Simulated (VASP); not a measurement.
# TiAl (Pm-3m) in VASP: further runs

The runs below take TiAl through single point, vibrations by perturbation theory, with PBEsol-based screened hybrid with 25 % exact exchange+U, PBE.

Everything below comes from runs of VASP 6.6.1. Logs are shortened: lines on timing, memory, paths and dates and some standing lists are left out, and cuts for length are marked.

## 1. The cell of the first run

Symmetry: Pm-3m, No. 221, cubic system. The conventional cell has a = 3.221 Å, b = 3.221 Å, c = 3.221 Å, α = 90.00°, β = 90.00°, γ = 90.00°. Ti (site symmetry m-3m) has 8 Al at 2.79 Å and 6 Ti at 3.22 Å within 3.7 Å. Within 3.7 Å of Al (site symmetry m-3m) lie 8 Ti at 2.79 Å and 6 Al at 3.22 Å.

## 2. Single point, PBEsol-based screened hybrid with 25 % exact exchange+U, collinear spin

Input file POSCAR:

```
TiAl
1.0
    3.2208985869      0.0000000000      0.0000000000
    0.0000000000      3.2208985869      0.0000000000
    0.0000000000      0.0000000000      3.2208985869
Ti Al
1 1
Direct
    0.0000000000      0.0000000000      0.0000000000
    0.5000000000      0.5000000000      0.5000000000
```

Input file INCAR.step1:

```
SYSTEM = TiAl
ALGO = Normal
EDIFF = 1E-5
ENCUT = 400
GGA = PE
GGA_COMPAT = .False.
ISIF = 2
ISMEAR = -1
ISPIN = 2
LASPH = .True.
LDAU = .True.
LDAUJ = 0 0
LDAUL = 2 -1
LDAUPRINT = 1
LDAUTYPE = 2
LDAUU = 5 0
LMAXMIX = 4
LORBIT = 11
LREAL = .False.
LWAVE = .True.
MAGMOM = 0.04 0
NBANDS = 18
NELM = 200
PREC = Accurate
SIGMA = 0.05
```

Input file INCAR.step2:

```
SYSTEM = TiAl
AEXX = 0.25
ALGO = Normal
EDIFF = 1E-6
ENCUT = 400
GGA = PS
GGA_COMPAT = .False.
HFSCREEN = 0.207
ISIF = 2
ISMEAR = -1
ISPIN = 2
ISTART = 1
LASPH = .True.
LCHARG = .True.
LDAU = .True.
LDAUJ = 0 0
LDAUL = 2 -1
LDAUPRINT = 1
LDAUTYPE = 2
LDAUU = 5 0
LELF = .True.
LHFCALC = .True.
LMAXMIX = 4
LORBIT = 11
LREAL = .False.
LVHAR = .True.
LWAVE = .False.
MAGMOM = 0.04 0
NBANDS = 18
NELM = 200
PREC = Accurate
PRECFOCK = Normal
SIGMA = 0.05
```

Input file KPOINTS:

```
k-points
0
Gamma
  5 5 5
  0 0 0
```

Potentials or basis: VASP PAW PBE potentials, release 64 (Ti_sv, Al).

Command:

```bash
cat potpaw_PBE.64/Ti_sv/POTCAR potpaw_PBE.64/Al/POTCAR > POTCAR
cp INCAR.step1 INCAR
mpirun -np 1 vasp_std > vasp.out
cp INCAR.step2 INCAR
mpirun -np 1 vasp_std > vasp.out
```

OUTCAR:

```text
SYSTEM = TiAl
   AEXX = 0.25
   EDIFF = 1E-6
   ENCUT = 400
   GGA = PS
   HFSCREEN = 0.207
   ISIF = 2
   ISMEAR = -1
   ISPIN = 2
   ISTART = 1
   LASPH = .True.
   LHFCALC = .True.
   LORBIT = 11
   LREAL = .False.
   NELM = 200
   PREC = Accurate
   PRECFOCK = Normal

 ion  position               nearest neighbor table
   1  0.000  0.000  0.000-   2 2.79   2 2.79   2 2.79   2 2.79   2 2.79   2 2.79   2 2.79   2 2.79

   2  0.500  0.500  0.500-   1 2.79   1 2.79   1 2.79   1 2.79   1 2.79   1 2.79   1 2.79   1 2.79

  LATTYP: Found a simple cubic cell.
 ALAT       =     3.2208985869

  Lattice vectors:

 A1 = (   3.2208985869,   0.0000000000,   0.0000000000)
 A2 = (   0.0000000000,   3.2208985869,   0.0000000000)
 A3 = (   0.0000000000,   0.0000000000,   3.2208985869)

Analysis of symmetry for initial positions (statically):
=====================================================================
 Subroutine PRICEL returns:
 Original cell was already a primitive cell.

 Routine SETGRP: Setting up the symmetry group for a
 simple cubic supercell.

 Subroutine GETGRP returns: Found 48 space group operations
 (whereof 48 operations were pure point group operations)
 out of a pool of 48 trial point group operations.

The static configuration has the point symmetry O_h .

Analysis of symmetry for dynamics (positions and initial velocities):
=====================================================================
 Subroutine PRICEL returns:
 Original cell was already a primitive cell.

 Routine SETGRP: Setting up the symmetry group for a
 simple cubic supercell.

 Subroutine GETGRP returns: Found 48 space group operations
 (whereof 48 operations were pure point group operations)
 out of a pool of 48 trial point group operations.

The dynamic configuration has the point symmetry O_h .

Analysis of structural, dynamic, and magnetic symmetry:
=====================================================================
 Subroutine PRICEL returns:
 Original cell was already a primitive cell.

 Routine SETGRP: Setting up the symmetry group for a
 simple cubic supercell.

 Subroutine GETGRP returns: Found 48 space group operations
 (whereof 48 operations were pure point group operations)
 out of a pool of 48 trial point group operations.

The overall configuration has the point symmetry O_h .

 Subroutine INISYM returns: Found 48 space group operations
 (whereof 48 operations are pure point group operations),
 and found     1 'primitive' translations

----------------------------------------------------------------------------------------

                                     Primitive cell

  volume of cell :      33.4142

  direct lattice vectors                    reciprocal lattice vectors
     3.220898587  0.000000000  0.000000000     0.310472364  0.000000000  0.000000000
     0.000000000  3.220898587  0.000000000     0.000000000  0.310472364  0.000000000
     0.000000000  0.000000000  3.220898587     0.000000000  0.000000000  0.310472364

  length of vectors
     3.220898587  3.220898587  3.220898587     0.310472364  0.310472364  0.310472364

  position of ions in fractional coordinates (direct lattice)
     0.000000000  0.000000000  0.000000000
     0.500000000  0.500000000  0.500000000

  ion indices of the primitive-cell ions
   primitive index   ion index
                 1           1
                 2           2

----------------------------------------------------------------------------------------

[... 73 lines left out ...]
     AMIX     =   0.40;   BMIX     =  1.00
     AMIX_MAG =   1.60;   BMIX_MAG =  1.00
  volume/ion in A,a.u.               =      16.71       112.75
  Fermi-wavevector in a.u.,A,eV,Ry     =   1.253511  2.368793 21.378701  1.571290
  Thomas-Fermi vector in A             =   2.387360
   LORBIT       =     11    0 simple, 1 ext, 2 COOP (PROOUT), +10 PAW based schemes
 LDA+U is selected, type is set to LDAUTYPE =  2
   angular momentum for each species LDAUL =     2   -1
   U (eV)           for each species LDAUU =   5.0  0.0
   J (eV)           for each species LDAUJ =   0.0  0.0
   GGA     = PS    functional components
   LHFCALC =     T    Hartree Fock is set to
   PRECFOCK=normal    Normal, Fast or Accurate (Low or Medium for compatibility)
   ENCUT4O =  -1.0   cutoff for four orbital integrals eV
   NKREDX  =     1    reduce k-point grid by
   NKREDY  =     1    reduce k-point grid by
   NKREDZ  =     1    reduce k-point grid by
   AEXX    =    0.2500 exact exchange contribution
   HFSCREEN=    0.2070 screening length (either q_TF or 0.3 A-1)
   HFSCREENC=   0.2070 screening length for correlation (either q_TF or 0.3 A-1)
   ENCUTFOCK=  -1.0 apply spherical cutoff to Coloumb kernel
   IVDW    =     0    specifies the selected vdW correction
   LEPSILON=     F    determine dielectric tensor
   LRPA    =     F    only Hartree local field effects (RPA)
 spin polarized calculation
  energy-cutoff  :      400.00
  volume of cell :       33.41
 maximum number of plane-waves:       619
 NGX is ok and might be reduce to    24
  NGX = 16; NGY = 16; NGZ = 16

atom =   1  type =  1  l = 2

 onsite density matrix

spin component  1

  0.1123 -0.0000  0.0000  0.0000  0.0000
 -0.0000  0.1123  0.0000  0.0000  0.0000
  0.0000  0.0000  0.3498 -0.0000 -0.0000
  0.0000  0.0000 -0.0000  0.1123 -0.0000
  0.0000  0.0000 -0.0000 -0.0000  0.3498

spin component  2

  0.0880  0.0000 -0.0000 -0.0000 -0.0000
  0.0000  0.0880 -0.0000 -0.0000  0.0000
 -0.0000 -0.0000  0.2063  0.0000  0.0000
 -0.0000 -0.0000  0.0000  0.0880 -0.0000
 -0.0000  0.0000  0.0000 -0.0000  0.2063

 occupancies and eigenvectors

  o =  0.0880  v =  0.0000  0.0000  0.0000  0.0000  0.0000  0.9551 -0.2366  0.0000  0.1781  0.0000      0.0000  0.0000  0.0000  0.0000  0.0000  0.0000  0.0000  0.0000  0.0000  0.0000
  o =  0.0880  v =  0.0000  0.0000  0.0000  0.0000  0.0000  0.0212  0.6546 -0.0000  0.7557  0.0000      0.0000  0.0000  0.0000  0.0000  0.0000  0.0000  0.0000  0.0000  0.0000  0.0000
  o =  0.0880  v =  0.0000  0.0000  0.0000  0.0000  0.0000  0.2954  0.7180  0.0000 -0.6302  0.0000      0.0000  0.0000  0.0000  0.0000  0.0000  0.0000  0.0000  0.0000  0.0000  0.0000
  o =  0.1123  v =  0.9916  0.1061 -0.0000 -0.0735 -0.0000  0.0000  0.0000  0.0000  0.0000  0.0000      0.0000  0.0000  0.0000  0.0000  0.0000  0.0000  0.0000  0.0000  0.0000  0.0000
  o =  0.1123  v = -0.1240  0.6242 -0.0000 -0.7713  0.0000  0.0000  0.0000  0.0000  0.0000  0.0000      0.0000  0.0000  0.0000  0.0000  0.0000  0.0000  0.0000  0.0000  0.0000  0.0000
  o =  0.1123  v = -0.0359  0.7740  0.0000  0.6322  0.0000  0.0000  0.0000  0.0000  0.0000  0.0000      0.0000  0.0000  0.0000  0.0000  0.0000  0.0000  0.0000  0.0000  0.0000  0.0000
  o =  0.2063  v =  0.0000  0.0000  0.0000  0.0000  0.0000 -0.0000 -0.0000  0.9980  0.0000 -0.0629      0.0000  0.0000  0.0000  0.0000  0.0000  0.0000  0.0000  0.0000  0.0000  0.0000
  o =  0.2063  v =  0.0000  0.0000  0.0000  0.0000  0.0000  0.0000 -0.0000 -0.0629  0.0000 -0.9980      0.0000  0.0000  0.0000  0.0000  0.0000  0.0000  0.0000  0.0000  0.0000  0.0000
  o =  0.3498  v = -0.0000 -0.0000 -0.9885  0.0000 -0.1515  0.0000  0.0000  0.0000  0.0000  0.0000      0.0000  0.0000  0.0000  0.0000  0.0000  0.0000  0.0000  0.0000  0.0000  0.0000
  o =  0.3498  v =  0.0000  0.0000 -0.1515 -0.0000  0.9885  0.0000  0.0000  0.0000  0.0000  0.0000      0.0000  0.0000  0.0000  0.0000  0.0000  0.0000  0.0000  0.0000  0.0000  0.0000

 number of electron      14.9999997 magnetization       0.3612929

 Free energy of the ion-electron system (eV)
  ---------------------------------------------------
  ext. energy  EPLUGINS =         0.00000000
  ---------------------------------------------------
  free energy    TOTEN  =       -11.23947609 eV

  energy without entropy =      -11.23301399  energy(sigma->0) =      -11.23624504

 E-fermi :   9.0573     XC(G=0):  -9.0879

 val. band max:        8.6607796107   @ k =   0.4000   0.4000   0.2000
 cond. band min:       9.1470347008   @ k =   0.4000   0.2000   0.0000
 fundamental gap:      0.4862550901
 Fermi energy:         9.0573394463

 spin component 1

 k-point     1 :       0.0000    0.0000    0.0000
  band No.  band energies     occupation
      1     -54.4638      1.00000
      2     -29.0649      1.00000
      3     -29.0649      1.00000
      4     -29.0649      1.00000
      5      -2.1501      1.00000
      6       6.1628      1.00000
[... 186 lines left out ...]
      4     -29.1838      1.00000
      5       4.1490      1.00000
      6       5.7113      1.00000
[... 10 lines left out ...]
     17      20.3188      0.00000
     18      29.3153      0.00000
 Fermi energy:         9.0573394463

 spin component 2

 k-point     1 :       0.0000    0.0000    0.0000
  band No.  band energies     occupation
      1     -54.0633      1.00000
      2     -28.6232      1.00000
      3     -28.6232      1.00000
      4     -28.6232      1.00000
      5      -2.1482      1.00000
      6       7.2969      1.00000
[... 187 lines left out ...]
      5       4.1932      1.00000
      6       5.8265      1.00000
[... 10 lines left out ...]
     17      20.4780      0.00000
     18      29.2928      0.00000

------------------------ aborting loop because EDIFF is reached ----------------------------------------

  FORCE on cell =-STRESS in cart. coord.  units (eV):
  Direction    XX          YY          ZZ          XY          YZ          ZX
  --------------------------------------------------------------------------------------
  -------------------------------------------------------------------------------------
  Total       -0.6298193     -0.6298193     -0.6298193      0.0000000     -0.0000000      0.0000000
  in kB      -30.1991967    -30.1991967    -30.1991967      0.0000000     -0.0000000      0.0000000
  external PRESSURE =     -30.1991967 kB  Pullay stress =       0.0000000 kB

 VOLUME and BASIS-vectors are now :
 -----------------------------------------------------------------------------
  energy-cutoff  :      400.00
  volume of cell :       33.41
      direct lattice vectors                 reciprocal lattice vectors
     3.220898587  0.000000000  0.000000000     0.310472364  0.000000000  0.000000000
     0.000000000  3.220898587  0.000000000     0.000000000  0.310472364  0.000000000
     0.000000000  0.000000000  3.220898587     0.000000000  0.000000000  0.310472364

 POSITION                                       TOTAL-FORCE (eV/Angst)
 -----------------------------------------------------------------------------------
      0.00000      0.00000      0.00000         0.000000      0.000000      0.000000
      1.61045      1.61045      1.61045         0.000000      0.000000      0.000000
 -----------------------------------------------------------------------------------
    total drift:                                0.000077      0.000068     -0.000001

  FREE ENERGIE OF THE ION-ELECTRON SYSTEM (eV)
  ---------------------------------------------------
  free  energy   TOTEN  =       -11.2394760851 eV

  energy  without entropy=      -11.2330139860  energy(sigma->0) =      -11.23624504

 total charge

# of ion       s       p       d       tot
------------------------------------------
    1        2.197   6.148   1.693  10.039
    2        0.480   0.415   0.000   0.894
--------------------------------------------------
tot          2.677   6.563   1.693  10.933

 magnetization (x)

# of ion       s       p       d       tot
------------------------------------------
    1       -0.007   0.001   0.357   0.351
    2       -0.005  -0.007   0.000  -0.012
--------------------------------------------------
tot         -0.012  -0.006   0.357   0.339
```

Run time: 12 min. Hardware: 1 thread of Intel Xeon Platinum 8488C (Sapphire Rapids), shared host; peak memory 0.26 GiB.

What came out:

| Item | Value |
| --- | --- |
| Free energy | -11.2395 eV |
| Pressure | -3.0 GPa |
| Net moment | 0.36 μB per cell |
| Site moments | Ti +0.35; Al -0.01 μB |
| Valence electrons inside the program's atomic spheres | Ti 10.04; Al 0.89 |

Levels at points of the mesh, in eV from the Fermi level:
Spin up:
| k point | band 4 | band 5 | band 6 | band 7 | band 8 | band 9 | band 10 | band 11 |
| --- | --- | --- | --- | --- | --- | --- | --- | --- |
| (0.00, 0.00, 0.00) | -38.12 | -11.21 | -2.89 | -2.89 | 2.82 | 2.82 | 2.82 | 4.04 |
Spin down:
| k point | band 3 | band 4 | band 5 | band 6 | band 7 | band 8 | band 9 | band 10 | band 11 | band 12 |
| --- | --- | --- | --- | --- | --- | --- | --- | --- | --- | --- |
| (0.00, 0.00, 0.00) | -37.68 | -37.68 | -11.21 | -1.76 | -1.76 | 3.23 | 3.23 | 3.23 | 4.02 | 4.02 |

Eigenvalues of the final occupation matrices:
```
    site  spin  trace               eigenvalues
site 1 d     1   1.04  0.11 0.11 0.11 0.35 0.35
site 1 d     2   0.68  0.09 0.09 0.09 0.21 0.21
```

Caveat: the k points lie up to 0.39 Å⁻¹ apart; a moment this small can come from the mesh or the smearing; the PAW data sets were made with another functional, which shifts forces and pressure a little; the U is typed as a test and isn't derived for this compound.

## 3. Single point, PBE

This run uses another cell than the first one, of 16.06 Å³/atom.

Input file POSCAR:

```
TiAl
1.0
    3.1790640000      0.0000000000      0.0000000000
    0.0000000000      3.1790640000      0.0000000000
    0.0000000000      0.0000000000      3.1790640000
Ti Al
1 1
Direct
    0.0000000000      0.0000000000      0.0000000000
    0.5000000000      0.5000000000      0.5000000000
```

Input file INCAR.step1:

```
ALGO = Normal
EDIFF = 1E-6
ENCUT = 550
GGA = PE
GGA_COMPAT = False
ISMEAR = 1
LASPH = True
LCHARG = True
LMAXMIX = 4
LREAL = False
LWAVE = False
NBANDS = 24
NELM = 120
PREC = Accurate
SIGMA = 0.1
```

Input file KPOINTS.step1:

```
k-points
0
Gamma
  9 9 9
```

Input file INCAR.step2:

```
ALGO = Normal
EDIFF = 1E-6
EMAX = 16.7668
EMIN = -8.2332
ENCUT = 550
GGA = PE
GGA_COMPAT = False
ICHARG = 11
ISMEAR = -5
LASPH = True
LCHARG = False
LMAXMIX = 4
LORBIT = 11
LREAL = False
LWAVE = False
NBANDS = 24
NEDOS = 4001
NELM = 120
PREC = Accurate
```

Input file KPOINTS.step2:

```
Automatic mesh
0
Gamma
  25 25 25
  0 0 0
```

Potentials or basis: VASP PAW PBE potentials, release 64 (Ti_sv, Al).

Command:

```bash
cat potpaw_PBE.64/Ti_sv/POTCAR potpaw_PBE.64/Al/POTCAR > POTCAR
cp INCAR.step1 INCAR
cp KPOINTS.step1 KPOINTS
mpirun -np 1 vasp_std > vasp.out
cp INCAR.step2 INCAR
cp KPOINTS.step2 KPOINTS
mpirun -np 1 vasp_std > vasp.out
```

It took 57 s on 1 thread of Intel Xeon 6975P-C (Granite Rapids), shared host; peak memory 0.41 GiB.

Results (log left out):

* Valence electrons inside the program's atomic spheres: Ti 10.28; Al 0.82
* Density of states at the Fermi level: 1.33 states/eV/atom

Levels at points of the mesh, in eV from the Fermi level:
| k point | band 6 | band 7 | band 8 | band 9 | band 10 | band 11 |
| --- | --- | --- | --- | --- | --- | --- |
| (0.00, 0.00, 0.00) | -1.45 | -1.45 | 1.79 | 1.79 | 1.79 | 4.41 |

Caveat: tetrahedron occupations give inexact forces and stress in metals.

(Continued in part 2 of 2.)
